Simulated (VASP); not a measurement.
# TiTe (P4_2/mmc) in VASP: single point with LDA

Aim: the single point of TiTe with LDA.

Program: VASP 6.6.1. These are calculated values, not measurements. Logs are shortened: lines on timing, memory, paths and dates and some standing lists are left out, and cuts for length are marked.

**1. The cell of the first run**

Symmetry: P4_2/mmc, No. 131, tetragonal system. The conventional cell has a = 4.868 Å, b = 4.868 Å, c = 6.061 Å, α = 90.00°, β = 90.00°, γ = 90.00°. Ti (site symmetry mmm) has 4 Te at 2.87 Å within 3.8 Å. Te (site symmetry -4m2) has 4 Ti at 2.87 Å and 2 Te at 3.03 Å within 3.8 Å.

**2. Single point, LDA, non-collinear spin, twin_end start, moments held on the sites**

Contents of INCAR:

```
SYSTEM = TiTe
ALGO = Normal
AMIX = 0.2
AMIX_MAG = 0.8
BMIX = 1E-4
BMIX_MAG = 1E-4
EDIFF = 1E-6
ENCUT = 500
GGA = CA
GGA_COMPAT = .FALSE.
ISIF = 2
ISMEAR = 0
ISYM = -1
I_CONSTRAINED_M = 2
LAMBDA = 10
LASPH = .TRUE.
LCHARG = .FALSE.
LMAXMIX = 4
LNONCOLLINEAR = .TRUE.
LORBIT = 11
LREAL = .FALSE.
LWAVE = .FALSE.
MAGMOM = 0 0 1.54 0 0 1.54 0 0 -0.03 0 0 -0.03
M_CONSTR = 0.707 0.707 0 0.707 0.707 0 0 0 0 0 0 0
NBANDS = 50
NELM = 200
PREC = Accurate
RWIGS = 1.50 1.38
SIGMA = 0.05
```

Contents of KPOINTS:

```
k-points
0
G
  4 4 3
  0 0 0
```

Contents of POSCAR:

```
TiTe
1.0
    4.8679880000      0.0000000000      0.0000000000
    0.0000000000      4.8679880000      0.0000000000
    0.0000000000      0.0000000000      6.0606564700
Ti Te
2 2
Direct
    0.0000000000      0.5000000000      0.0000000000
    0.5000000000      0.0000000000      0.5000000000
    0.0000000000      0.0000000000      0.2500000000
    0.0000000000      0.0000000000      0.7500000000
```

Potentials or basis: VASP PAW LDA potentials, release 64 (Ti_sv, Te).

Launch:

```console
$ cat potpaw_LDA.64/Ti_sv/POTCAR potpaw_LDA.64/Te/POTCAR > POTCAR
$ mpirun -np 1 vasp_ncl > vasp.out
```

OUTCAR:

```text
SYSTEM = TiTe
   AMIX = 0.2
   AMIX_MAG = 0.8
   EDIFF = 1E-6
   ENCUT = 500
   GGA = CA
   ISIF = 2
   ISMEAR = 0
   ISYM = -1
   LASPH = .TRUE.
   LNONCOLLINEAR = .TRUE.
   LORBIT = 11
   LREAL = .FALSE.
   NELM = 200
   PREC = Accurate

 ion  position               nearest neighbor table
   1  0.000  0.500  0.000-   3 2.87   4 2.87   3 2.87   4 2.87
   2  0.500  0.000  0.500-   3 2.87   4 2.87   3 2.87   4 2.87
   3  0.000  0.000  0.250-   1 2.87   2 2.87   1 2.87   2 2.87   4 3.03   4 3.03
   4  0.000  0.000  0.750-   1 2.87   2 2.87   1 2.87   2 2.87   3 3.03   3 3.03

IMPORTANT INFORMATION: All symmetrisations will be switched off!
NOSYMM: (Re-)initialisation of all symmetry stuff for point group C_1.

----------------------------------------------------------------------------------------

                                     Primitive cell

  volume of cell :     143.6212

  direct lattice vectors                    reciprocal lattice vectors
     4.867988000  0.000000000  0.000000000     0.205423678  0.000000000  0.000000000
     0.000000000  4.867988000  0.000000000     0.000000000  0.205423678  0.000000000
     0.000000000  0.000000000  6.060656470     0.000000000  0.000000000  0.164998628

  length of vectors
     4.867988000  4.867988000  6.060656470     0.205423678  0.205423678  0.164998628

  position of ions in fractional coordinates (direct lattice)
     0.000000000  0.500000000  0.000000000
     0.500000000  0.000000000  0.500000000
     0.000000000  0.000000000  0.250000000
     0.000000000  0.000000000  0.750000000

  ion indices of the primitive-cell ions
   primitive index   ion index
                 1           1
                 2           2
                 3           3
                 4           4

----------------------------------------------------------------------------------------

 KPOINTS: k-points

Automatic generation of k-mesh.
 Grid dimensions read from file:
 generate k-points for:    4    4    3

 Generating k-lattice:

  Cartesian coordinates                     Fractional coordinates (reciprocal lattice)
     0.051355920  0.000000000  0.000000000     0.250000000  0.000000000  0.000000000
     0.000000000  0.051355920  0.000000000     0.000000000  0.250000000  0.000000000
     0.000000000  0.000000000  0.054999543     0.000000000  0.000000000  0.333333333

  Length of vectors
     0.051355920  0.051355920  0.054999543

  Shift w.r.t. Gamma in fractional coordinates (k-lattice)
     0.000000000  0.000000000  0.000000000

 Subroutine IBZKPT returns following result:
 ===========================================

 Found     48 irreducible k-points:

 Following reciprocal coordinates:
            Coordinates               Weight
  0.000000  0.000000  0.000000      1.000000
  0.250000  0.000000  0.000000      1.000000
  0.500000  0.000000  0.000000      1.000000
 -0.250000  0.000000  0.000000      1.000000
  0.000000  0.250000  0.000000      1.000000
  0.250000  0.250000  0.000000      1.000000
[... 16 lines left out ...]
  0.500000  0.250000  0.333333      1.000000
 -0.250000  0.250000  0.333333      1.000000
 [... further k-points ...]
   k-points           NKPTS =     48   k-points in BZ     NKDIM =     48   number of bands    NBANDS=     50
   number of dos      NEDOS =    301   number of ions     NIONS =      4
   total plane-waves  NPLWV =  62208
   dimension x,y,z NGX =    36 NGY =   36 NGZ =   48
   dimension x,y,z NGXF=    72 NGYF=   72 NGZF=   96
   ions per type =               2   2
   NGX,Y,Z   is equivalent  to a cutoff of  12.29, 12.29, 13.17 a.u.
   NGXF,Y,Z  is equivalent  to a cutoff of  24.59, 24.59, 26.33 a.u.
 SYSTEM =  TiTe
   PREC   = accura    normal or accurate (medium, high low for compatibility)
   ISTART =      0    job   : 0-new  1-cont  2-samecut
   ICHARG =      2    charge: 1-file 2-atom 10-const
   ISPIN  =      1    spin polarized calculation?
   LNONCOLLINEAR =      T non collinear calculations
   LSORBIT =      F    spin-orbit coupling
   LASPH  =      T    aspherical Exc in radial PAW
   ENCUT  =  500.0 eV  36.75 Ry    6.06 a.u.   8.88  8.88 11.05*2*pi/ulx,y,z
   NELM   =    200;   NELMIN=  2; NELMDL= -5     # of ELM steps
   EDIFF  = 0.1E-05   stopping-criterion for ELM
   LREAL  =      F    real-space projection
   EDIFFG = 0.1E-04   stopping-criterion for IOM
   NSW    =      0    number of steps for IOM
   IBRION =     -1    ionic relax: 0-MD 1-quasi-New 2-CG
   NFREE  =      0    steps in history (QN), initial steepest desc. (CG)
   ISIF   =      2    stress and relaxation
   ISYM   =     -1    0-nonsym 1-usesym 2-fastsym
   POTIM  = 0.5000    time-step for ionic-motion
   TEBEG  =    0.0;   TEEND  =   0.0 temperature during run
   PSTRESS=    0.0 pullay stress
   NELECT =      36.0000    total number of electrons
   NUPDOWN=      -1.0000    fix difference up-down
   EMIN   =  10.00;   EMAX   =-10.00  energy-range for DOS
   EFERMI =   0.00;   METHOD = LEGACY
   ISMEAR =     0;   SIGMA  =   0.05  broadening in eV -4-tet -1-fermi 0-gaus
   EFERMI_NEDOS =   21; number of points for ismear=-14 and -15
   IALGO  =     38    algorithm
   IMIX   =      4    mixing-type and parameters
     AMIX     =   0.20;   BMIX     =  0.00
     AMIX_MAG =   0.80;   BMIX_MAG =  0.00
  volume/ion in A,a.u.               =      35.91       242.30
  Fermi-wavevector in a.u.,A,eV,Ry     =   1.032213  1.950600 14.496521  1.065464
  Thomas-Fermi vector in A             =   2.166400
   LORBIT       =     11    0 simple, 1 ext, 2 COOP (PROOUT), +10 PAW based schemes
   GGA     = CA    functional components
   LHFCALC =     F    Hartree Fock is set to
   AEXX    =    0.0000 exact exchange contribution
   IVDW    =     0    specifies the selected vdW correction
   LEPSILON=     F    determine dielectric tensor
   LRPA    =     F    only Hartree local field effects (RPA)
 Gauss-broadening in eV      SIGMA  =   0.05
  energy-cutoff  :      500.00
  volume of cell :      143.62
 maximum number of plane-waves:      7360
   NGX = 17   NGY = 17   NGZ = 23

 number of electron      36.0000013 magnetization       2.9479160      2.9481236      0.0004143

 number of electron      36.0000013 magnetization       2.9481457      2.9482673     -0.0000632

 Free energy of the ion-electron system (eV)
  ---------------------------------------------------
  ext. energy  EPLUGINS =         0.00000000
  ---------------------------------------------------
  free energy    TOTEN  =       -22.16261654 eV

  energy without entropy =      -22.15466167  energy(sigma->0) =      -22.15863911

 E-fermi :   4.3230     XC(G=0):  -8.4724

 val. band max:        4.3169061977   @ k =   0.0000   0.5000  -0.3333
 cond. band min:       4.3242843110   @ k =   0.0000   0.5000   0.0000
 fundamental gap:      0.0073781133
 Fermi energy:         4.3230286839

 k-point     1 :       0.0000    0.0000    0.0000
  band No.  band energies     occupation
      1     -52.8331      1.00000
      2     -52.8327      1.00000
      3     -51.7337      1.00000
      4     -51.7329      1.00000
      5     -29.6285      1.00000
      6     -29.6284      1.00000
[... 40 lines left out ...]
     47       6.0311      0.00000
     48       6.8386      0.00000

 k-point     2 :       0.2500    0.0000    0.0000
  band No.  band energies     occupation
      1     -52.8331      1.00000
      2     -52.8328      1.00000
      3     -51.7337      1.00000
      4     -51.7329      1.00000
      5     -29.6288      1.00000
      6     -29.6284      1.00000
[... 40 lines left out ...]
     47       5.6930      0.00000
     48       6.0986      0.00000

 k-point     3 :       0.5000    0.0000    0.0000
  band No.  band energies     occupation
      1     -52.8330      1.00000
      2     -52.8328      1.00000
      3     -51.7336      1.00000
      4     -51.7329      1.00000
      5     -29.6291      1.00000
      6     -29.6283      1.00000
[... 40 lines left out ...]
     47       5.6422      0.00000
     48       5.7177      0.00000

 k-point     4 :      -0.2500    0.0000    0.0000
  band No.  band energies     occupation
      1     -52.8331      1.00000
      2     -52.8328      1.00000
      3     -51.7337      1.00000
      4     -51.7329      1.00000
      5     -29.6288      1.00000
      6     -29.6284      1.00000
[... 958 lines left out ...]
     47       5.5632      0.00000
     48       5.5834      0.00000

 k-point    23 :       0.5000    0.2500    0.3333
  band No.  band energies     occupation
      1     -52.8329      1.00000
      2     -52.8328      1.00000
      3     -51.7336      1.00000
      4     -51.7329      1.00000
      5     -29.6293      1.00000
      6     -29.6284      1.00000
[... 40 lines left out ...]
     47       5.6932      0.00000
     48       5.7428      0.00000

 k-point    24 :      -0.2500    0.2500    0.3333
  band No.  band energies     occupation
      1     -52.8330      1.00000
      2     -52.8328      1.00000
      3     -51.7336      1.00000
      4     -51.7329      1.00000
      5     -29.6290      1.00000
      6     -29.6285      1.00000
[... 40 lines left out ...]
     47       5.5632      0.00000
     48       5.5834      0.00000

 [... further k-points ...]

 [bands above 48 left out]

------------------------ aborting loop because EDIFF is reached ----------------------------------------

  FORCE on cell =-STRESS in cart. coord.  units (eV):
  Direction    XX          YY          ZZ          XY          YZ          ZX
  --------------------------------------------------------------------------------------
  -------------------------------------------------------------------------------------
  Total       -6.7967938     -6.7983619      2.2902049     -0.0000401     -0.0000125     -0.0000038
  in kB      -75.8221352    -75.8396278     25.5485496     -0.0004474     -0.0001398     -0.0000428
  external PRESSURE =     -42.0377378 kB  Pullay stress =       0.0000000 kB

 VOLUME and BASIS-vectors are now :
 -----------------------------------------------------------------------------
  energy-cutoff  :      500.00
  volume of cell :      143.62
      direct lattice vectors                 reciprocal lattice vectors
     4.867988000  0.000000000  0.000000000     0.205423678  0.000000000  0.000000000
     0.000000000  4.867988000  0.000000000     0.000000000  0.205423678  0.000000000
     0.000000000  0.000000000  6.060656470     0.000000000  0.000000000  0.164998628

 POSITION                                       TOTAL-FORCE (eV/Angst)
 -----------------------------------------------------------------------------------
      0.00000      2.43399      0.00000         0.000003     -0.000002      0.000004
      2.43399      0.00000      3.03033         0.000002      0.000002     -0.000004
      0.00000      0.00000      1.51516        -0.000002     -0.000000      0.000039
      0.00000      0.00000      4.54549        -0.000003      0.000000     -0.000039
 -----------------------------------------------------------------------------------
    total drift:                                0.000006     -0.000002     -0.000003

  FREE ENERGIE OF THE ION-ELECTRON SYSTEM (eV)
  ---------------------------------------------------
  free  energy   TOTEN  =       -22.1626165441 eV

  energy  without entropy=      -22.1546616716  energy(sigma->0) =      -22.15863911

 total charge

# of ion       s       p       d       tot
------------------------------------------
    1        2.122   6.023   2.005  10.150
    2        2.122   6.023   2.005  10.150
    3        1.370   2.030   0.063   3.463
    4        1.370   2.030   0.063   3.463
--------------------------------------------------
tot          6.983  16.107   4.135  27.226

 magnetization (x)

# of ion       s       p       d       tot
------------------------------------------
    1        0.011   0.009   1.029   1.050
    2        0.011   0.009   1.029   1.049
    3       -0.004  -0.036   0.016  -0.024
    4       -0.004  -0.036   0.016  -0.024
--------------------------------------------------
tot          0.015  -0.054   2.089   2.050

 magnetization (y)

# of ion       s       p       d       tot
------------------------------------------
    1        0.011   0.009   1.029   1.049
    2        0.011   0.009   1.029   1.049
    3       -0.004  -0.036   0.016  -0.024
    4       -0.004  -0.036   0.016  -0.024
--------------------------------------------------
tot          0.015  -0.054   2.089   2.050

 magnetization (z)

# of ion       s       p       d       tot
------------------------------------------
    1        0.000   0.000   0.004   0.004
    2        0.000   0.000   0.000   0.000
    3       -0.000  -0.000   0.000  -0.000
    4       -0.000  -0.000   0.000  -0.000
--------------------------------------------------
tot          0.000  -0.000   0.004   0.004
```

Wall time 26 min (1 thread of Intel Xeon 6975P-C (Granite Rapids), shared host); peak memory 0.67 GiB.

Results:

```yaml
Free_energy: -22.1626 eV
Band_gap_on_the_k_mesh: zero (bands 36 and 37 overlap by 0.17 eV)
Net_moment: 4.17 μB per cell
Valence_electrons_inside_the_program's_atomic_spheres: Ti 10.15; Te 3.46
```

Moments on the atoms (μB; x, y, z):
```
Ti   1.05  1.05  0.00
Ti   1.05  1.05  0.00
Te  -0.02 -0.02  0.00
Te  -0.02 -0.02  0.00
```

Caveat: moments held by a penalty; spin-orbit coupling is left out, which moves the levels of the heavy elements.
